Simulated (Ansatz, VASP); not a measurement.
## One calculation of BaLaS, two programs

```xyz
3
Lattice="4.1950 0.0000 0.0000 0.0000 4.1950 0.0000 0.0000 0.0000 9.2410" Properties=species:S:1:pos:R:3 pbc="T T T"
Ba    2.0975    2.0975    0.0000
La    2.0975    2.0975    4.6205
S     0.0000    0.0000    0.0000
```

Alike in both runs: functional PBE; k mesh 4 × 4 × 4; occupations gaussian, width 0.1 eV; no spin polarisation.

Ansatz relaxed the structure, and its values are those at the end. VASP's run is a single point on that final structure, the one shown.

|  | VASP | Ansatz |
| --- | --- | --- |
| version | VASP 6.6.1 | Ansatz 0.2.0 |
| potentials or method | VASP PAW PBE potentials, release 64 (Ba_sv, La, S), cutoff 520 eV | scalar-relativistic, plane waves, PAW |
| valence electrons in the cell | 27 | 27 |

Ansatz gave:

```
gap on the k mesh at the Fermi level (eV) : none
pressure (GPa)                            : 0.1
```

Q: Which values does VASP return?

A: gap on the k mesh at the Fermi level (eV): none; pressure (GPa): 0.4.

A gap of «none» marks a metal or a gap that the smearing closes.

The k mesh is coarse, so the values compare programs but aren't converged. Neither program's run includes spin-orbit coupling.
